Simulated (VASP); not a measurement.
Input of a VASP 6.6.1 run:

File INCAR:

```
SYSTEM = BaMg2Sb2
PREC = Accurate
ENCUT = 600
EDIFF = 1E-6
ISMEAR = 0
SIGMA = 0.01
LREAL = .False.
LASPH = .True.
NELM = 100
ALGO = Normal
ISIF = 3
LWAVE = .False.
LCHARG = .False.
GGA = CA
IBRION = 2
NSW = 80
EDIFFG = -0.05
PSTRESS = 20.0
```

Contents of KPOINTS:

```
Automatic mesh
0
Gamma
  6 6 2
  0 0 0
```

Contents of POSCAR:

```
BaMg2Sb2
1.0
    4.7700000000      0.0000000000      0.0000000000
   -2.3850000000      4.1309411800      0.0000000000
    0.0000000000      0.0000000000      8.1000000000
Ba Mg Sb
1 2 2
Direct
    0.0000000000      0.0000000000      0.0000000000
    0.3333333325      0.6666666651      0.6247000000
    0.6666666663      0.3333333325      0.3753000000
    0.3333333325      0.6666666651      0.2680000000
    0.6666666663      0.3333333325      0.7320000000
```

Potentials or basis: VASP PAW LDA potentials, release 64 (Ba_sv, Mg, Sb).

Launch:

```console
$ cat potpaw_LDA.64/Ba_sv/POTCAR potpaw_LDA.64/Mg/POTCAR potpaw_LDA.64/Sb/POTCAR > POTCAR
$ mpirun -np 1 vasp_std > vasp.out
```

Question: What does it give for the relaxed cell?

Answer: a = 4.643 Å, b = 4.643 Å, c = 7.893 Å, α = 90.00°, β = 90.00°, γ = 120.00°.

Question: Predict the relaxed volume.

Answer: 29.47 Å³/atom.

Question: Predict the space group after relaxing (to 0.05 Å).

Answer: P-3m1 (No. 164).

Step by step:
```csv
step,energy change (eV),largest force (eV/Å),pressure (GPa),volume (Å³)
1,0.0000,0.0232,-1.46,159.61
2,0.0689,0.2329,3.32,144.19
3,0.0114,0.1797,2.01,147.67
4,0.0104,0.1118,2.01,147.55
5,0.0112,0.0159,2.02,147.37
```

Caveat: the cell is relaxed towards a set pressure, so the enthalpy falls and the energy may rise; the relaxation stopped at a loose force limit of 0.05 eV/Å, so its end isn't a converged minimum. LDA usually gives volumes a few per cent too small.
